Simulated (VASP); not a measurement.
# Li (Fddd) in VASP: single point with PBE

Aim: the single point of Li with PBE.

All numbers are computed with VASP 6.6.1; they aren't measurements. Logs are shortened: lines on timing, memory, paths and dates and some standing lists are left out, and cuts for length are marked.

## 1. The cell of the first run

It takes space group Fddd (No. 70, orthorhombic). Conventional cell: a = 3.552 Å, b = 12.830 Å, c = 12.842 Å, α = 90.00°, β = 90.00°, γ = 90.00°. Within 4.4 Å of Li (site symmetry 2) lie 9 Li at 3.33 to 4.17 Å.

## 2. Single point, PBE (Rb replaced by Li, lengths x 0.749, strained)

Contents of INCAR:

```
ALGO     = Fast           # electronic algorithm
EDIFF    = 1E-6           # SCF threshold, eV
ENCUT    = 520            # plane-wave cutoff, eV
GGA      = PE             # functional
ISIF     = 2              # what is computed and relaxed
ISMEAR   = 0              # smearing method
LASPH    = True           # aspherical terms in the spheres
LCHARG   = False          # write CHGCAR
LREAL    = False          # projectors in reciprocal space
LWAVE    = False          # write WAVECAR
NBANDS   = 14             # bands
NELM     = 80             # most SCF steps
PREC     = Accurate       # precision mode
SIGMA    = 0.1            # smearing width, eV
```

Contents of KPOINTS:

```
k-points
0
Gamma
  6 6 6
```

Contents of POSCAR:

```
Li
1.0
    0.0000000000      6.4149899588      6.4212327501
    1.7758621052      0.0000000000      6.4212327501
    1.7758621052      6.4149899588      0.0000000000
Li
4
Direct
    0.1299807500      0.8700192500      0.1299807500
    0.1200192500      0.3799807500      0.1200192500
    0.8700192500      0.1299807500      0.8700192500
    0.3799807500      0.1200192500      0.3799807500
```

Potentials or basis: VASP PAW PBE potentials, release 64 (Li_sv).

Command:

```
> cat potpaw_PBE.64/Li_sv/POTCAR > POTCAR
> mpirun -np 1 vasp_std > vasp.out
```

OUTCAR:

```text
EDIFF = 1E-6
   ENCUT = 520
   GGA = PE
   ISIF = 2
   ISMEAR = 0
   LASPH = True
   LREAL = False
   NELM = 80
   PREC = Accurate

 ion  position               nearest neighbor table
   1  0.130  0.870  0.130-
   2  0.120  0.380  0.120-
   3  0.870  0.130  0.870-
   4  0.380  0.120  0.380-

  LATTYP: Found a face centered orthorhombic cell.
 ALAT       =     3.5517242104
 B/A-ratio  =     3.6123243691
 C/A-ratio  =     3.6158397273

  Lattice vectors:

 A1 = (   0.0000000000,   6.4149899588,   6.4212327501)
 A2 = (   1.7758621052,   0.0000000000,   6.4212327501)
 A3 = (   1.7758621052,   6.4149899588,   0.0000000000)

Analysis of symmetry for initial positions (statically):
=====================================================================
 Subroutine PRICEL returns:
 Original cell was already a primitive cell.

 Routine SETGRP: Setting up the symmetry group for a
 face centered orthorhombic supercell.

 Subroutine GETGRP returns: Found  8 space group operations
 (whereof  4 operations were pure point group operations)
 out of a pool of  8 trial point group operations.

The static configuration has the point symmetry D_2 .
 The point group associated with its full space group is D_2h.

Analysis of symmetry for dynamics (positions and initial velocities):
=====================================================================
 Subroutine PRICEL returns:
 Original cell was already a primitive cell.

 Routine SETGRP: Setting up the symmetry group for a
 face centered orthorhombic supercell.

 Subroutine GETGRP returns: Found  8 space group operations
 (whereof  4 operations were pure point group operations)
 out of a pool of  8 trial point group operations.

The dynamic configuration has the point symmetry D_2 .
 The point group associated with its full space group is D_2h.

 Subroutine INISYM returns: Found  8 space group operations
 (whereof  4 operations are pure point group operations),
 and found     1 'primitive' translations

----------------------------------------------------------------------------------------

                                     Primitive cell

  volume of cell :     146.3031

  direct lattice vectors                    reciprocal lattice vectors
     0.000000000  6.414989959  6.421232750    -0.281553392  0.077942445  0.077866668
     1.775862105  0.000000000  6.421232750     0.281553392 -0.077942445  0.077866668
     1.775862105  6.414989959  0.000000000     0.281553392  0.077942445 -0.077866668

  length of vectors
     9.076581196  6.662275606  6.656258888     0.302341786  0.302341786  0.302341786

  position of ions in fractional coordinates (direct lattice)
     0.129980750  0.870019250  0.129980750
     0.120019250  0.379980750  0.120019250
     0.870019250  0.129980750  0.870019250
     0.379980750  0.120019250  0.379980750

  ion indices of the primitive-cell ions
   primitive index   ion index
                 1           1
                 2           2
                 3           3
                 4           4

----------------------------------------------------------------------------------------

 KPOINTS: k-points

Automatic generation of k-mesh.
 Grid dimensions read from file:
 generate k-points for:    6    6    6

 Generating k-lattice:

  Cartesian coordinates                     Fractional coordinates (reciprocal lattice)
    -0.046925565  0.012990407  0.012977778     0.166666667 -0.000000000  0.000000000
     0.046925565 -0.012990407  0.012977778    -0.000000000  0.166666667 -0.000000000
     0.046925565  0.012990407 -0.012977778     0.000000000  0.000000000  0.166666667

  Length of vectors
     0.050390298  0.050390298  0.050390298

  Shift w.r.t. Gamma in fractional coordinates (k-lattice)
     0.000000000  0.000000000  0.000000000

 Subroutine IBZKPT returns following result:
 ===========================================

 Found     46 irreducible k-points:

 Following reciprocal coordinates:
            Coordinates               Weight
  0.000000  0.000000  0.000000      1.000000
  0.166667 -0.000000  0.000000      8.000000
  0.333333  0.000000  0.000000      8.000000
  0.500000 -0.000000 -0.000000      4.000000
  0.166667  0.166667  0.000000      2.000000
  0.333333  0.166667  0.000000      8.000000
[... 16 lines left out ...]
 -0.166667  0.166667  0.166667      8.000000
  0.500000  0.333333  0.166667      4.000000
 [... further k-points ...]
   k-points           NKPTS =     46   k-points in BZ     NKDIM =     46   number of bands    NBANDS=     14
   number of dos      NEDOS =    301   number of ions     NIONS =      4
   total plane-waves  NPLWV = 175000
   dimension x,y,z NGX =    70 NGY =   50 NGZ =   50
   dimension x,y,z NGXF=   140 NGYF=  100 NGZF=  100
   ions per type =               4
   NGX,Y,Z   is equivalent  to a cutoff of  12.82, 12.48, 12.49 a.u.
   NGXF,Y,Z  is equivalent  to a cutoff of  25.64, 24.95, 24.98 a.u.
 SYSTEM =  unknown system
   PREC   = accura    normal or accurate (medium, high low for compatibility)
   ISTART =      0    job   : 0-new  1-cont  2-samecut
   ICHARG =      2    charge: 1-file 2-atom 10-const
   ISPIN  =      1    spin polarized calculation?
   LNONCOLLINEAR =      F non collinear calculations
   LSORBIT =      F    spin-orbit coupling
   LASPH  =      T    aspherical Exc in radial PAW
   ENCUT  =  520.0 eV  38.22 Ry    6.18 a.u.  16.88 12.39 12.38*2*pi/ulx,y,z
   NELM   =     80;   NELMIN=  2; NELMDL= -5     # of ELM steps
   EDIFF  = 0.1E-05   stopping-criterion for ELM
   LREAL  =      F    real-space projection
   EDIFFG = 0.1E-04   stopping-criterion for IOM
   NSW    =      0    number of steps for IOM
   IBRION =     -1    ionic relax: 0-MD 1-quasi-New 2-CG
   NFREE  =      0    steps in history (QN), initial steepest desc. (CG)
   ISIF   =      2    stress and relaxation
   ISYM   =      2    0-nonsym 1-usesym 2-fastsym
   POTIM  = 0.5000    time-step for ionic-motion
   TEBEG  =    0.0;   TEEND  =   0.0 temperature during run
   PSTRESS=    0.0 pullay stress
   NELECT =      12.0000    total number of electrons
   NUPDOWN=      -1.0000    fix difference up-down
   EMIN   =  10.00;   EMAX   =-10.00  energy-range for DOS
   EFERMI =   0.00;   METHOD = LEGACY
   ISMEAR =     0;   SIGMA  =   0.10  broadening in eV -4-tet -1-fermi 0-gaus
   EFERMI_NEDOS =   21; number of points for ismear=-14 and -15
   IALGO  =     68    algorithm
   IMIX   =      4    mixing-type and parameters
     AMIX     =   0.40;   BMIX     =  1.00
     AMIX_MAG =   1.60;   BMIX_MAG =  1.00
  volume/ion in A,a.u.               =      36.58       246.83
  Fermi-wavevector in a.u.,A,eV,Ry     =   0.711297  1.344156  6.883769  0.505943
  Thomas-Fermi vector in A             =   1.798371
   LORBIT       =      0    0 simple, 1 ext, 2 COOP (PROOUT), +10 PAW based schemes
   GGA     = PE    functional components
   LHFCALC =     F    Hartree Fock is set to
   AEXX    =    0.0000 exact exchange contribution
   IVDW    =     0    specifies the selected vdW correction
   LEPSILON=     F    determine dielectric tensor
   LRPA    =     F    only Hartree local field effects (RPA)
 non-spin polarized calculation
 RMM-DIIS sequential band-by-band and
 Gauss-broadening in eV      SIGMA  =   0.10
  energy-cutoff  :      520.00
  volume of cell :      146.30
 maximum number of plane-waves:      3967
 NGX is ok and might be reduce to    70
   NGX = 33   NGY = 25   NGZ = 25

 number of electron      11.9999998 magnetization

 Free energy of the ion-electron system (eV)
  ---------------------------------------------------
  ext. energy  EPLUGINS =         0.00000000
  ---------------------------------------------------
  free energy    TOTEN  =        -6.46214520 eV

  energy without entropy =       -6.44907659  energy(sigma->0) =       -6.45561089

 E-fermi :  -0.6918     XC(G=0):  -5.7517

 val. band max:       -0.6992387491   @ k =   0.1667   0.0000   0.1667
 cond. band min:      -0.6910816588   @ k =   0.1667   0.1667   0.0000
 fundamental gap:      0.0081570903
 Fermi energy:        -0.6917974567

 k-point     1 :       0.0000    0.0000    0.0000
  band No.  band energies     occupation
      1     -48.3513      2.00000
      2     -48.3494      2.00000
      3     -48.3492      2.00000
      4     -48.3474      2.00000
      5      -3.4118      2.00000
      6      -0.7962      1.86002
      7      -0.7918      1.84258
      8       0.3068      0.00000
      9       0.3083      0.00000
     10       1.9281      0.00000
     11       1.9307      0.00000
     12       3.9212      0.00000
     13       4.3800      0.00000
     14       7.2002      0.00000

 k-point     2 :       0.1667   -0.0000    0.0000
  band No.  band energies     occupation
      1     -48.3509      2.00000
      2     -48.3492      2.00000
      3     -48.3490      2.00000
      4     -48.3474      2.00000
      5      -3.0898      2.00000
      6      -0.6831      0.90264
      7      -0.6292      0.37599
      8       0.7295      0.00000
      9       0.8137      0.00000
     10       1.8132      0.00000
     11       2.2639      0.00000
     12       3.9842      0.00000
     13       4.6074      0.00000
     14       5.0987      0.00000

 k-point     3 :       0.3333    0.0000    0.0000
  band No.  band energies     occupation
      1     -48.3501      2.00000
      2     -48.3488      2.00000
      3     -48.3485      2.00000
      4     -48.3473      2.00000
      5      -2.1278      2.00000
      6      -0.1718      0.00000
      7      -0.0811      0.00000
      8       1.3794      0.00000
      9       1.7341      0.00000
     10       2.0444      0.00000
     11       2.3777      0.00000
     12       2.8521      0.00000
     13       3.1924      0.00000
     14       3.7883      0.00000
[... 324 lines left out ...]
 k-point    23 :      -0.1667    0.1667    0.1667
  band No.  band energies     occupation
      1     -48.3496      2.00000
      2     -48.3486      2.00000
      3     -48.3483      2.00000
      4     -48.3473      2.00000
      5      -0.9102      1.99799
      6       0.1342      0.00000
      7       0.4905      0.00000
      8       0.5673      0.00000
      9       1.0636      0.00000
     10       1.8992      0.00000
     11       2.2079      0.00000
     12       2.8999      0.00000
     13       3.0428      0.00000
     14       4.3585      0.00000

 k-point    24 :       0.5000    0.3333    0.1667
  band No.  band energies     occupation
      1     -48.3506      2.00000
      2     -48.3496      2.00000
      3     -48.3490      2.00000
      4     -48.3480      2.00000
      5      -2.9845      2.00000
      6      -1.9723      2.00000
      7      -0.9773      1.99995
      8       0.0620      0.00000
      9       1.3038      0.00000
     10       2.0071      0.00000
     11       2.3212      0.00000
     12       4.9399      0.00000
     13       5.3005      0.00000
     14       6.6638      0.00000

 [... further k-points ...]
[... 5 lines left out ...]
  --------------------------------------------------------------------------------------
  -------------------------------------------------------------------------------------
  Total       -2.6917519     -2.6452729     -2.5742716      0.0000000      0.0000000      0.0000000
  in kB      -29.4775906    -28.9685956    -28.1910543      0.0000000      0.0000000      0.0000000
  external PRESSURE =     -28.8790802 kB  Pullay stress =       0.0000000 kB

 VOLUME and BASIS-vectors are now :
 -----------------------------------------------------------------------------
  energy-cutoff  :      520.00
  volume of cell :      146.30
      direct lattice vectors                 reciprocal lattice vectors
     0.000000000  6.414989959  6.421232750    -0.281553392  0.077942445  0.077866668
     1.775862105  0.000000000  6.421232750     0.281553392 -0.077942445  0.077866668
     1.775862105  6.414989959  0.000000000     0.281553392  0.077942445 -0.077866668

 POSITION                                       TOTAL-FORCE (eV/Angst)
 -----------------------------------------------------------------------------------
      1.77586      1.66765      6.42123         0.000000      0.043584      0.000000
      0.88793      1.53984      3.21062         0.000000     -0.043584      0.000000
      1.77586     11.16233      6.42123         0.000000     -0.043584      0.000000
      0.88793      4.87515      3.21062         0.000000      0.043584      0.000000
 -----------------------------------------------------------------------------------
    total drift:                                0.000000      0.000000      0.000000

  FREE ENERGIE OF THE ION-ELECTRON SYSTEM (eV)
  ---------------------------------------------------
  free  energy   TOTEN  =        -6.4621451956 eV

  energy  without entropy=       -6.4490765944  energy(sigma->0) =       -6.45561089
```

Run time: 3.6 min. Hardware: 1 thread of AMD EPYC 9R45 (Zen 5), shared host; peak memory 0.38 GiB.

Results:

```
Free energy            : -6.4621 eV
Largest force          : 0.044 eV/Å
Band gap on the k mesh : zero (band 6 reaches 0.40 eV, above the bottom of band 7 at -1.85 eV)
```

Forces on the atoms (eV/Å):
```
Li   0.000  0.044  0.000
Li   0.000 -0.044  0.000
Li   0.000 -0.044  0.000
Li   0.000  0.044  0.000
```

Levels at points of the mesh, in eV from the Fermi level:
| k point | band 2 | band 3 | band 4 | band 5 | band 6 | band 7 | band 8 | band 9 | band 10 | band 11 |
| --- | --- | --- | --- | --- | --- | --- | --- | --- | --- | --- |
| (0.00, 0.00, 0.00) | -47.66 | -47.66 | -47.66 | -2.72 | -0.10 | -0.10 | 1.00 | 1.00 | 2.62 | 2.62 |
| (0.50, 0.00, 0.00) | -47.66 | -47.66 | -47.66 | -0.04 | 0.36 | 1.25 | 1.31 | 2.12 | 2.18 | 3.11 |
| (0.50, 0.50, 0.00) | -47.66 | -47.66 | -47.66 | -1.95 | -1.95 | 0.76 | 0.76 | 1.57 | 1.57 | 4.38 |
| (0.50, 0.00, 0.50) | -47.66 | -47.66 | -47.66 | -1.95 | -1.95 | 0.76 | 0.76 | 1.57 | 1.57 | 4.39 |
| (0.00, 0.50, 0.50) | -47.66 | -47.66 | -47.66 | -1.20 | -1.20 | -1.16 | -1.16 | 4.28 | 4.28 | 4.47 |

Caveat: the cell differs from its parent crystal (Rb replaced by Li, lengths x 0.749, strained); the cutoff is under 1.25 times the usual one of these potentials, so pressure, stress and relaxed cells hold a basis-set (Pulay) error.
